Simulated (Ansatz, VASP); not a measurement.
**Te2P in VASP and in Ansatz**

The input INCAR:

```
PREC = Accurate
ENCUT = 600
EDIFF = 1E-7
ISMEAR = 0
SIGMA = 0.1
LREAL = False
LASPH = True
NELM = 60
ALGO = Normal
ISIF = 3
LWAVE = False
LCHARG = False
GGA = PE
IBRION = 2
NSW = 90
EDIFFG = -0.04
```

File KPOINTS:

```
regular mesh
0
Gamma
  6 6 4
```

POSCAR

```
Te2P
1.0
    4.3664699513      0.0000000000      0.0000000000
   -2.1832349757      3.7814739027      0.0000000000
    0.0000000000      0.0000000000      4.7146270239
Te P
2 1
Direct
    0.3333333333      0.6666666667      0.5000000000
    0.6666666667      0.3333333333      0.5000000000
    0.0000000000      0.0000000000      0.0000000000
```

Input for Ansatz:

```yaml
crystal:
  lattice:
    - [4.3664699513, 0.0, 0.0]
    - [-2.1832349757, 3.7814739027, 0.0]
    - [0.0, 0.0, 4.7146270239]
  atoms:
    - { symbol: Te, position: [0.3333333333, 0.6666666667, 0.5] }
    - { symbol: Te, position: [0.6666666667, 0.3333333333, 0.5] }
    - { symbol: P, position: [0.0, 0.0, 0.0] }
basis:
  ecutwfc: 420
kpoints:
  mp_grid: { grid: [6, 6, 4] }
hamiltonian:
  xc: pbe
scf:
  occupations: { method: gaussian, width: 0.1 }
  lower_state_search: "off"
output:
  forces: true
  stress: true
  eigenvalues: true
relax:
  adjacent_minimum: "off"
  f_tol: 0.04
  max_steps: 70
  cell: { stress_tol: 0.4 }
```

Alike in both runs: task relaxation of cell and atoms; functional PBE; k mesh 6 × 6 × 4; occupations gaussian, width 0.1 eV; no spin polarisation.

|  | VASP | Ansatz |
| --- | --- | --- |
| version | VASP 6.6.1 | Ansatz 0.2.0 |
| potentials or method | VASP PAW PBE potentials, release 64 (Te, P), cutoff 600 eV | scalar-relativistic, plane waves, PAW |
| valence electrons in the cell | 17 | 37 |

|  | VASP | Ansatz | Ansatz less VASP |
| --- | --- | --- | --- |
| gap on the k mesh at the Fermi level, each at its own relaxed structure (eV) | none | none | - |
| relaxed volume (Å³/atom) | 25.03 | 24.95 | -0.081 |
| relaxed cell length with the largest relative difference (Å) | 5.236 | 5.228 | -0.0082 |

A gap of «none» marks a metal or a gap that the smearing closes. VASP's potentials hold 17 valence electrons a cell and Ansatz's 37, so a difference there can come from the potentials and not from the codes.

Neither program's run includes spin-orbit coupling. Noted on VASP's run: too few bands were computed for a metal, which touches its energy and stress.
